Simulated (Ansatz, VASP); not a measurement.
**One calculation of Y, two programs**

```
CELL_PARAMETERS angstrom
3.64740 0.00000 0.00000
-1.82370 3.15874 0.00000
0.00000 0.00000 5.73060
ATOMIC_POSITIONS crystal
Y 0.66667 0.33333 0.75000
Y 0.33333 0.66667 0.25000
```

Alike in both runs: task single point; functional LDA; k mesh 8 × 8 × 5; occupations fermi-dirac, width 0.05 eV; no spin polarisation.

|  | VASP | Ansatz |
| --- | --- | --- |
| version | VASP 6.6.1 | Ansatz 0.2.0 |
| potentials or method | VASP PAW LDA potentials, release 64 (Y_sv), cutoff 520 eV | all-electron LAPW, scalar-relativistic |

|  | VASP | Ansatz | Ansatz less VASP |
| --- | --- | --- | --- |
| gap on the k mesh at the Fermi level (eV) | none | none | - |
| pressure (GPa) | -3.9 | -3.8 | +0.10 |
| traceless stress, the component that is largest in VASP (GPa) | -0.31 | -0.32 | -0.008 |

LDA's correlation is that of Perdew and Zunger in VASP and of Perdew and Wang (1992) in Ansatz. A gap of «none» marks a metal or a gap that the smearing closes. Ansatz ran all-electron here, and VASP with PAW potentials.
